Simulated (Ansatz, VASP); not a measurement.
# Two plane-wave programs on C

```xyz
4
Lattice="1.2228 2.1167 0.0000 1.2228 -2.1167 0.0000 0.0000 0.0000 -6.7195" Properties=species:S:1:pos:R:3 pbc="T T T"
C     1.2228   -1.4109   -0.1750
C     1.2228    0.7057   -3.1847
C     1.2228    1.4109   -6.8945
C     1.2228   -0.7057   -3.1847
```

Change from the starting cell: mode 6 (112.1 1/cm) frozen in, largest displacement +0.175 Å.

Alike in both runs: task single point; functional LDA; k mesh 16 × 16 × 6; occupations gaussian, width 0.03 eV; no spin polarisation.

```csv
,VASP,Ansatz
version,VASP 6.6.1,Ansatz 0.2.0
potentials or method,"VASP PAW LDA potentials, release 64 (C), cutoff 520 eV","scalar-relativistic, plane waves, PAW"
valence electrons in the cell,16,16
```

```csv
,VASP,Ansatz,Ansatz less VASP
gap on the k mesh at the Fermi level (eV),0.05,0.05,+0.005
least direct gap on the mesh (eV),0.09,0.09,+0.003
pressure (GPa),1.5,0.7,-0.80
"traceless stress, the component that is largest in VASP (GPa)",-0.83,-1.29,-0.463
rms of the force components (eV/Å),0.078,0.078,-0.0002
```

LDA's correlation is that of Perdew and Zunger in VASP and of Perdew and Wang (1992) in Ansatz. Atom by atom the forces differ by 0.000 eV/Å (rms over components).
